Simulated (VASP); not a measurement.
# MgO (P6_3mc) in VASP: notebook

Runs on MgO. Level: PBE. Tasks: single point.

Program: VASP 6.6.1. These are calculated values, not measurements. Logs are shortened: lines on timing, memory, paths and dates and some standing lists are left out, and cuts for length are marked.

## Step 1: The cell of the first run

It takes space group P6_3mc (No. 186, hexagonal). Conventional cell: a = 3.547 Å, b = 3.547 Å, c = 5.122 Å, α = 90.00°, β = 90.00°, γ = 120.00°. Within 2.7 Å of Mg (site symmetry 3m) lie 4 O at 2.01 to 2.12 Å. Within 2.7 Å of O (site symmetry 3m) lie 4 Mg at 2.01 to 2.12 Å.

## Step 2: Single point, PBE

The input, INCAR:

```
PREC = Accurate ; ENCUT = 520
EDIFF = 1E-7 ; ISMEAR = 0
SIGMA = 0.05 ; LREAL = F
LASPH = T ; NELM = 60
ALGO = Normal ; ISIF = 2
LWAVE = F ; LCHARG = T
GGA = PE ; LELF = T
LVHAR = T ; NBANDS = 16
```

The input, KPOINTS:

```
Automatic mesh
0
Gamma
  9 9 6
```

The input, POSCAR:

```
MgO
1.0
    3.5474000000      0.0000000000      0.0000000000
   -1.7737000000      3.0721385174      0.0000000000
    0.0000000000      0.0000000000      5.1215474299
Mg O
2 2
Direct
    0.3333333333      0.6666666667      0.0063188013
    0.6666666667      0.3333333333      0.5063188013
    0.3333333333      0.6666666667      0.3982811987
    0.6666666667      0.3333333333      0.8982811987
```

Potentials or basis: VASP PAW PBE potentials, release 64 (Mg, O).

On the command line:

```
$ cat potpaw_PBE.64/Mg/POTCAR potpaw_PBE.64/O/POTCAR > POTCAR
$ mpirun -np 1 vasp_std > vasp.out
```

OUTCAR:

```text
PREC = Accurate
   ENCUT = 520
   EDIFF = 1E-7
   ISMEAR = 0
   LREAL = F
   LASPH = T
   NELM = 60
   ISIF = 2
   GGA = PE

 ion  position               nearest neighbor table
   1  0.333  0.667  0.006-   3 2.01   4 2.12   4 2.12   4 2.12   2 3.28   2 3.28   2 3.28   2 3.28
                             2 3.28   2 3.28
   2  0.667  0.333  0.506-   4 2.01   3 2.12   3 2.12   3 2.12   1 3.28   1 3.28   1 3.28   1 3.28
                             1 3.28   1 3.28
   3  0.333  0.667  0.398-   1 2.01   2 2.12   2 2.12   2 2.12
   4  0.667  0.333  0.898-   2 2.01   1 2.12   1 2.12   1 2.12

  LATTYP: Found a hexagonal cell.
 ALAT       =     3.5474000000
 C/A-ratio  =     1.4437468089

  Lattice vectors:

 A1 = (   3.5474000000,   0.0000000000,   0.0000000000)
 A2 = (  -1.7737000000,   3.0721385174,   0.0000000000)
 A3 = (   0.0000000000,   0.0000000000,   5.1215474299)

Analysis of symmetry for initial positions (statically):
=====================================================================
 Subroutine PRICEL returns:
 Original cell was already a primitive cell.

 Routine SETGRP: Setting up the symmetry group for a
 hexagonal supercell.

 Subroutine GETGRP returns: Found 12 space group operations
 (whereof  6 operations were pure point group operations)
 out of a pool of 24 trial point group operations.

The static configuration has the point symmetry C_3v.
 The point group associated with its full space group is C_6v.

Analysis of symmetry for dynamics (positions and initial velocities):
=====================================================================
 Subroutine PRICEL returns:
 Original cell was already a primitive cell.

 Routine SETGRP: Setting up the symmetry group for a
 hexagonal supercell.

 Subroutine GETGRP returns: Found 12 space group operations
 (whereof  6 operations were pure point group operations)
 out of a pool of 24 trial point group operations.

The dynamic configuration has the point symmetry C_3v.
 The point group associated with its full space group is C_6v.

 Subroutine INISYM returns: Found 12 space group operations
 (whereof  6 operations are pure point group operations),
 and found     1 'primitive' translations

----------------------------------------------------------------------------------------

                                     Primitive cell

  volume of cell :      55.8152

  direct lattice vectors                    reciprocal lattice vectors
     3.547400000  0.000000000  0.000000000     0.281896600  0.162753078  0.000000000
    -1.773700000  3.072138517  0.000000000     0.000000000  0.325506156  0.000000000
     0.000000000  0.000000000  5.121547430     0.000000000  0.000000000  0.195253488

  length of vectors
     3.547400000  3.547400000  5.121547430     0.325506156  0.325506156  0.195253488

  position of ions in fractional coordinates (direct lattice)
     0.333333333  0.666666667  0.006318801
     0.666666667  0.333333333  0.506318801
     0.333333333  0.666666667  0.398281199
     0.666666667  0.333333333  0.898281199

  ion indices of the primitive-cell ions
   primitive index   ion index
                 1           1
                 2           2
                 3           3
                 4           4

----------------------------------------------------------------------------------------

 KPOINTS: Automatic mesh

Automatic generation of k-mesh.
 Grid dimensions read from file:
 generate k-points for:    9    9    6

 Generating k-lattice:

  Cartesian coordinates                     Fractional coordinates (reciprocal lattice)
     0.031321844  0.018083675  0.000000000     0.111111111  0.000000000  0.000000000
     0.000000000  0.036167351  0.000000000     0.000000000  0.111111111  0.000000000
     0.000000000  0.000000000  0.032542248     0.000000000  0.000000000  0.166666667

  Length of vectors
     0.036167351  0.036167351  0.032542248

  Shift w.r.t. Gamma in fractional coordinates (k-lattice)
     0.000000000  0.000000000  0.000000000

 Subroutine IBZKPT returns following result:
 ===========================================

 Found     48 irreducible k-points:

 Following reciprocal coordinates:
            Coordinates               Weight
  0.000000  0.000000  0.000000      1.000000
  0.111111 -0.000000  0.000000      6.000000
  0.222222  0.000000  0.000000      6.000000
  0.333333  0.000000  0.000000      6.000000
  0.444444  0.000000  0.000000      6.000000
  0.111111  0.111111  0.000000      6.000000
[... 16 lines left out ...]
  0.333333  0.222222  0.166667     24.000000
  0.333333  0.333333  0.166667      4.000000
 [... further k-points ...]
   k-points           NKPTS =     48   k-points in BZ     NKDIM =     48   number of bands    NBANDS=     16
   number of dos      NEDOS =    301   number of ions     NIONS =      4
   total plane-waves  NPLWV =  31360
   dimension x,y,z NGX =    28 NGY =   28 NGZ =   40
   dimension x,y,z NGXF=    56 NGYF=   56 NGZF=   80
   ions per type =               2   2
   NGX,Y,Z   is equivalent  to a cutoff of  13.12, 13.12, 12.98 a.u.
   NGXF,Y,Z  is equivalent  to a cutoff of  26.24, 26.24, 25.97 a.u.
 SYSTEM =  unknown system
   PREC   = accura    normal or accurate (medium, high low for compatibility)
   ISTART =      0    job   : 0-new  1-cont  2-samecut
   ICHARG =      2    charge: 1-file 2-atom 10-const
   ISPIN  =      1    spin polarized calculation?
   LNONCOLLINEAR =      F non collinear calculations
   LSORBIT =      F    spin-orbit coupling
   LASPH  =      T    aspherical Exc in radial PAW
   ENCUT  =  520.0 eV  38.22 Ry    6.18 a.u.   6.60  6.60  9.52*2*pi/ulx,y,z
   NELM   =     60;   NELMIN=  2; NELMDL= -5     # of ELM steps
   EDIFF  = 0.1E-06   stopping-criterion for ELM
   LREAL  =      F    real-space projection
   EDIFFG = 0.1E-05   stopping-criterion for IOM
   NSW    =      0    number of steps for IOM
   IBRION =     -1    ionic relax: 0-MD 1-quasi-New 2-CG
   NFREE  =      0    steps in history (QN), initial steepest desc. (CG)
   ISIF   =      2    stress and relaxation
   ISYM   =      2    0-nonsym 1-usesym 2-fastsym
   POTIM  = 0.5000    time-step for ionic-motion
   TEBEG  =    0.0;   TEEND  =   0.0 temperature during run
   PSTRESS=    0.0 pullay stress
   NELECT =      16.0000    total number of electrons
   NUPDOWN=      -1.0000    fix difference up-down
   EMIN   =  10.00;   EMAX   =-10.00  energy-range for DOS
   EFERMI =   0.00;   METHOD = LEGACY
   ISMEAR =     0;   SIGMA  =   0.05  broadening in eV -4-tet -1-fermi 0-gaus
   EFERMI_NEDOS =   21; number of points for ismear=-14 and -15
   IALGO  =     38    algorithm
   IMIX   =      4    mixing-type and parameters
     AMIX     =   0.40;   BMIX     =  1.00
     AMIX_MAG =   1.60;   BMIX_MAG =  1.00
  volume/ion in A,a.u.               =      13.95        94.16
  Fermi-wavevector in a.u.,A,eV,Ry     =   1.079437  2.039841 15.853304  1.165185
  Thomas-Fermi vector in A             =   2.215402
   LORBIT       =      0    0 simple, 1 ext, 2 COOP (PROOUT), +10 PAW based schemes
   GGA     = PE    functional components
   LHFCALC =     F    Hartree Fock is set to
   AEXX    =    0.0000 exact exchange contribution
   IVDW    =     0    specifies the selected vdW correction
   LEPSILON=     F    determine dielectric tensor
   LRPA    =     F    only Hartree local field effects (RPA)
 non-spin polarized calculation
 Gauss-broadening in eV      SIGMA  =   0.05
  energy-cutoff  :      520.00
  volume of cell :       55.82
 maximum number of plane-waves:      1536
 NGX is ok and might be reduce to    28
   NGX = 13   NGY = 13   NGZ = 19

 number of electron      15.9999999 magnetization

 Free energy of the ion-electron system (eV)
  ---------------------------------------------------
  ext. energy  EPLUGINS =         0.00000000
  ---------------------------------------------------
  free energy    TOTEN  =       -23.14490085 eV

  energy without entropy =      -23.14490085  energy(sigma->0) =      -23.14490085

 E-fermi :   0.5512     XC(G=0):  -9.0423

 val. band max:        0.2980114898   @ k =   0.0000   0.0000   0.0000
 cond. band min:       2.9280186556   @ k =   0.0000   0.0000   0.0000
 fundamental gap:      2.6300071658
 Fermi energy:         0.5512198376

 k-point     1 :       0.0000    0.0000    0.0000
  band No.  band energies     occupation
      1     -15.4670      2.00000
      2     -14.8512      2.00000
      3      -2.4410      2.00000
      4      -0.4118      2.00000
      5      -0.4118      2.00000
      6      -0.0447      2.00000
[... 8 lines left out ...]
     15      14.7890      0.00000
     16      15.2300      0.00000

 k-point     2 :       0.1111   -0.0000    0.0000
  band No.  band energies     occupation
      1     -15.4258      2.00000
      2     -14.8420      2.00000
      3      -2.3438      2.00000
      4      -0.6576      2.00000
      5      -0.4839      2.00000
      6      -0.3874      2.00000
[... 8 lines left out ...]
     15      14.8561      0.00000
     16      15.0176      0.00000

 k-point     3 :       0.2222    0.0000    0.0000
  band No.  band energies     occupation
      1     -15.3150      2.00000
      2     -14.8239      2.00000
      3      -2.0703      2.00000
      4      -1.3216      2.00000
      5      -0.8628      2.00000
      6      -0.6395      2.00000
[... 8 lines left out ...]
     15      13.6863      0.00000
     16      14.2476      0.00000

 k-point     4 :       0.3333    0.0000    0.0000
  band No.  band energies     occupation
      1     -15.1715      2.00000
      2     -14.8177      2.00000
      3      -1.9485      2.00000
      4      -1.6718      2.00000
      5      -1.2615      2.00000
      6      -0.7915      2.00000
[... 8 lines left out ...]
     15      13.5224      0.00000
     16      13.9308      0.00000

 k-point     5 :       0.4444    0.0000    0.0000
  band No.  band energies     occupation
      1     -15.0535      2.00000
      2     -14.8358      2.00000
      3      -2.2936      2.00000
      4      -1.5000      2.00000
      5      -1.2905      2.00000
      6      -0.8819      2.00000
[... 8 lines left out ...]
     15      13.1970      0.00000
     16      14.1775      0.00000

 k-point     6 :       0.1111    0.1111    0.0000
  band No.  band energies     occupation
      1     -15.3499      2.00000
      2     -14.8285      2.00000
      3      -2.1582      2.00000
      4      -1.0401      2.00000
      5      -0.9145      2.00000
      6      -0.4734      2.00000
[... 8 lines left out ...]
     15      14.0223      0.00000
     16      14.2648      0.00000
[... 267 lines left out ...]
 k-point    21 :       0.4444    0.1111    0.1667
  band No.  band energies     occupation
      1     -15.0032      2.00000
      2     -14.8565      2.00000
      3      -2.3473      2.00000
      4      -1.7267      2.00000
      5      -1.1605      2.00000
      6      -0.8033      2.00000
[... 8 lines left out ...]
     15      12.9112      0.00000
     16      14.1935      0.00000

 k-point    22 :       0.2222    0.2222    0.1667
  band No.  band energies     occupation
      1     -15.0797      2.00000
      2     -14.8406      2.00000
      3      -1.9656      2.00000
      4      -1.8704      2.00000
      5      -1.0193      2.00000
      6      -0.9696      2.00000
[... 8 lines left out ...]
     15      12.5601      0.00000
     16      14.8128      0.00000

 k-point    23 :       0.3333    0.2222    0.1667
  band No.  band energies     occupation
      1     -14.9805      2.00000
      2     -14.8621      2.00000
      3      -2.1284      2.00000
      4      -1.7210      2.00000
      5      -1.3717      2.00000
      6      -0.7497      2.00000
[... 8 lines left out ...]
     15      12.6513      0.00000
     16      14.5616      0.00000

 k-point    24 :       0.3333    0.3333    0.1667
  band No.  band energies     occupation
      1     -14.9080      2.00000
      2     -14.9080      2.00000
      3      -1.9704      2.00000
      4      -1.6596      2.00000
      5      -1.6596      2.00000
      6      -0.7853      2.00000
[... 8 lines left out ...]
     15      12.7970      0.00000
     16      15.1330      0.00000

 [... further k-points ...]
[... 5 lines left out ...]
  --------------------------------------------------------------------------------------
  -------------------------------------------------------------------------------------
  Total       -5.3083137     -5.3083137     -2.0396449      0.0000000      0.0000000      0.0000000
  in kB     -152.3754521   -152.3754521    -58.5481239      0.0000000      0.0000000      0.0000000
  external PRESSURE =    -121.0996760 kB  Pullay stress =       0.0000000 kB

 VOLUME and BASIS-vectors are now :
 -----------------------------------------------------------------------------
  energy-cutoff  :      520.00
  volume of cell :       55.82
      direct lattice vectors                 reciprocal lattice vectors
     3.547400000  0.000000000  0.000000000     0.281896600  0.162753078  0.000000000
    -1.773700000  3.072138517  0.000000000     0.000000000  0.325506156  0.000000000
     0.000000000  0.000000000  5.121547430     0.000000000  0.000000000  0.195253488

 POSITION                                       TOTAL-FORCE (eV/Angst)
 -----------------------------------------------------------------------------------
     -0.00000      2.04809      0.03236         0.000000     -0.000000     -0.320193
      1.77370      1.02405      2.59314        -0.000000      0.000000     -0.320193
     -0.00000      2.04809      2.03982         0.000000     -0.000000      0.320193
      1.77370      1.02405      4.60059        -0.000000      0.000000      0.320193
 -----------------------------------------------------------------------------------
    total drift:                               -0.000000      0.000000     -0.001377

  FREE ENERGIE OF THE ION-ELECTRON SYSTEM (eV)
  ---------------------------------------------------
  free  energy   TOTEN  =       -23.1449008496 eV

  energy  without entropy=      -23.1449008496  energy(sigma->0) =      -23.14490085
```

It took 21 s on 1 thread of Intel Xeon 6975P-C (Granite Rapids), shared host; peak memory 0.19 GiB.

Results:

| Quantity | Value |
| --- | --- |
| Free energy | -23.1449 eV |
| Pressure | -12.1 GPa |
| Largest force | 0.320 eV/Å |
| Band gap on the k mesh | 2.63 eV, direct |

Forces on the atoms (eV/Å):
```
Mg   0.000  0.000 -0.320
Mg   0.000  0.000 -0.320
O    0.000  0.000  0.320
O    0.000  0.000  0.320
```

A k mesh can miss the band edges. Expect the measured gap to be larger: semilocal functionals such as PBE lack the derivative discontinuity.

(Part 1 of 2 ends here.)
